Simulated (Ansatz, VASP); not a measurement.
**Os: VASP beside Ansatz**

Contents of INCAR:

```
SYSTEM = Os
  ALGO = Normal
  EDIFF = 1E-6
  ENCUT = 560
  GGA = PS
  GGA_COMPAT = .FALSE.
  ISIF = 2
  ISMEAR = 0
  LASPH = .TRUE.
  LCHARG = .FALSE.
  LREAL = .FALSE.
  LWAVE = .FALSE.
  NBANDS = 23
  NELM = 120
  PREC = Accurate
  SIGMA = 0.15
```

KPOINTS

```
k-points
0
G
  18 18 12
  0 0 0
```

POSCAR

```
Os
1.0
    2.7340999755      0.0000000000      0.0000000000
   -1.3670499878      2.3678000353      0.0000000000
    0.0000000000      0.0000000000      4.3197000000
Os
2
Direct
    0.0885679447      0.4874859663      0.1805507327
    0.6666666667      0.3333333333      0.7500000000
```

Input for Ansatz:

```yaml
crystal:
  lattice:
    - [2.7340999755, 0.0, 0.0]
    - [-1.3670499878, 2.3678000353, 0.0]
    - [0.0, 0.0, 4.3197]
  atoms:
    - { symbol: Os, position: [0.0885679447, 0.4874859663, 0.1805507327] }
    - { symbol: Os, position: [0.6666666667, 0.3333333333, 0.75] }
basis:
  ecutwfc: 420
kpoints:
  mp_grid: { grid: [18, 18, 12] }
hamiltonian:
  xc: pbesol
scf:
  occupations: { method: gaussian, width: 0.15 }
output:
  forces: true
  stress: true
  eigenvalues: true
  write_density: true
  write_potential: true
  elf: true
  volumetric_format: npy
```

Alike in both runs: task single point; functional PBEsol; k mesh 18 × 18 × 12; occupations gaussian, width 0.15 eV; no spin polarisation.

```csv
,VASP,Ansatz
version,VASP 6.6.1,Ansatz 0.2.0
potentials or method,"VASP PAW PBE potentials, release 64 (Os_sv_GW), cutoff 560 eV","scalar-relativistic, plane waves, PAW"
valence electrons in the cell,32,32
```

```csv
,VASP,Ansatz,Ansatz less VASP
gap on the k mesh at the Fermi level (eV),none,none,-
rms of the force components (eV/Å),6.426,6.249,-0.1768
```

VASP's potentials were made for PBE, not for PBEsol. Atom by atom the forces differ by 0.179 eV/Å (rms over components). A gap of «none» marks a metal or a gap that the smearing closes. The functional is the same, so the differences come from potentials, cutoffs and numerics.

Spin-orbit coupling is off throughout.
